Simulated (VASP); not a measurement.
Write the native input for VASP 6.6.1 that does the following.

| Item | Value |
| --- | --- |
| Task | single point |
| Functional | PBE |
| Potentials or basis | VASP PAW PBE potentials, release 64 (Al, Sc_sv) |
| Cutoff | 520 eV |
| k mesh | 1 × 1 × 1, shifted |
| Occupations | fermi-dirac, width 0.0922 eV |
| Spin | no spin polarisation |
| Dipole correction | no |
| Further INCAR settings | LREAL = Auto; ALGO = Normal; EDIFF = 1e-07; NBANDS = 54; ISYM = 0 |

The structure of ScAl9 lies in POSCAR:

```
ScAl9
1.0
    7.4469130000     -0.0134000000     -0.0543370000
   -0.0134000000      6.6775230000     -0.0651690000
   -0.0543370000     -0.0651690000      7.1022430000
Al Sc
18 2
Direct
    0.4149911390      0.7124141358      0.5755481318
    0.3807955302      0.3107571443      0.4386336850
    0.4578546630      1.0656052131      0.1641741736
    0.5147271839      0.5947311938      0.2064920572
    0.2243953246      0.6730200293      0.9254834017
    0.7753961173      0.2429190918      0.1372050341
    0.6475925914      0.8090649188      0.8869686929
    0.2161549180      0.8083276422      0.2708334696
   -0.0141370319      0.5074165317      0.3064646850
    0.1738252203      0.2700368630      0.0580046576
    0.0045121558      0.1132407800      0.4066879950
    0.5520733369      0.3518270019      0.8711674921
    0.9637084671     -0.0584645620     -0.0622865270
    0.8741604642      0.5292027083     -0.0727568927
    0.0583659693      0.2961237344      0.6989204001
    0.7089037719      0.5065195400      0.5439636571
    0.7934243314      0.8438781231      0.2234757374
    0.6706270967      0.0446270189      0.5431960245
   -0.0139717800      0.7607549952      0.5792048312
    0.3133521414      0.0269369747      0.7928516486
```

These files were run (other wordings do the same):

INCAR

```
SYSTEM = ScAl9
  PREC = Accurate
  ENCUT = 520
  EDIFF = 1E-7
  ISMEAR = -1
  SIGMA = 0.0922
  LREAL = Auto
  LASPH = .True.
  NELM = 80
  ALGO = Normal
  ISIF = 2
  LWAVE = .False.
  LCHARG = .False.
  GGA = PE
  ISYM = 0
  NBANDS = 54
```

KPOINTS

```
Automatic mesh
0
Gamma
  1 1 1
  0.25 0.25 0.25
```

Potentials or basis: VASP PAW PBE potentials, release 64 (Al, Sc_sv).

The run is started by

```console
$ cat potpaw_PBE.64/Al/POTCAR potpaw_PBE.64/Sc_sv/POTCAR > POTCAR
$ mpirun -np 1 vasp_std > vasp.out
```

Results of the run:

The pressure is 5.1 GPa. The largest force is 2.004 eV/Å and the band gap on the k mesh is 0.22 eV.

Caveat: the k points lie up to 0.94 Å⁻¹ apart.

Wall time 52 s on 1 thread of AMD EPYC 7R43 64-Core Processor (Zen 3) (shared host), peak memory 0.31 GiB.
